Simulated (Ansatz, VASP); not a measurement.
## ZnCu: VASP beside Ansatz

File INCAR:

```
SYSTEM = ZnCu
PREC = Accurate
ENCUT = 520
EDIFF = 1E-6
ISMEAR = -1
SIGMA = 0.05
LREAL = .FALSE.
LASPH = .TRUE.
NELM = 80
ALGO = Normal
ISIF = 2
LWAVE = .FALSE.
LCHARG = .FALSE.
GGA = PS
NBANDS = 18
```

Contents of KPOINTS:

```
Automatic mesh
0
G
  14 14 14
  0 0 0
```

The input POSCAR:

```
ZnCu
1.0
    2.9744500000      0.0000000000      0.0000000000
    0.0000000000      2.9744500000      0.0000000000
    0.0000000000      0.0000000000      2.9450000000
Zn Cu
1 1
Direct
    0.5000000000      0.5000000000      0.5000000000
    0.0000000000      0.0000000000      0.0000000000
```

Input for Ansatz:

```yaml
crystal:
  lattice:
    - [2.97445, 0.0, 0.0]
    - [0.0, 2.97445, 0.0]
    - [0.0, 0.0, 2.945]
  atoms:
    - { symbol: Zn, position: [0.5, 0.5, 0.5] }
    - { symbol: Cu, position: [0.0, 0.0, 0.0] }
kpoints:
  mp_grid: { grid: [14, 14, 14] }
  band_path:
    path:
      - [0.0, 0.0, 0.0]
      - [0.0, 0.5, 0.0]
      - [0.5, 0.5, 0.0]
      - [0.0, 0.0, 0.0]
      - [0.0, 0.0, 0.5]
      - [0.0, 0.5, 0.5]
      - [0.5, 0.5, 0.5]
      - [0.0, 0.0, 0.5]
      - [0.0, 0.5, 0.0]
    npoints: 5
scf:
  occupations: { method: fermi_dirac, width: 0.05 }
hamiltonian:
  xc: pbesol
  pseudopotentials: { kind: all_electron, lapw: { basis_error: 0.0005 } }
output:
  forces: true
  stress: true
  eigenvalues: true
```

Change from the starting cell: equal xx and yy strain of +1 %.

Alike in both runs: task single point; functional PBEsol; k mesh 14 × 14 × 14; occupations fermi-dirac, width 0.05 eV; no spin polarisation.

```csv
,VASP,Ansatz
version,VASP 6.6.1,Ansatz 0.2.0
potentials or method,"VASP PAW PBE potentials, release 64 (Zn, Cu), cutoff 520 eV","all-electron LAPW, scalar-relativistic"
```

|  | VASP | Ansatz | Ansatz less VASP |
| --- | --- | --- | --- |
| pressure (GPa) | -6.3 | -6.9 | -0.59 |
| traceless stress, the component that is largest in VASP (GPa) | 0.36 | 0.35 | -0.010 |

VASP's potentials were made for PBE, not for PBEsol. Ansatz ran all-electron here, and VASP with PAW potentials.
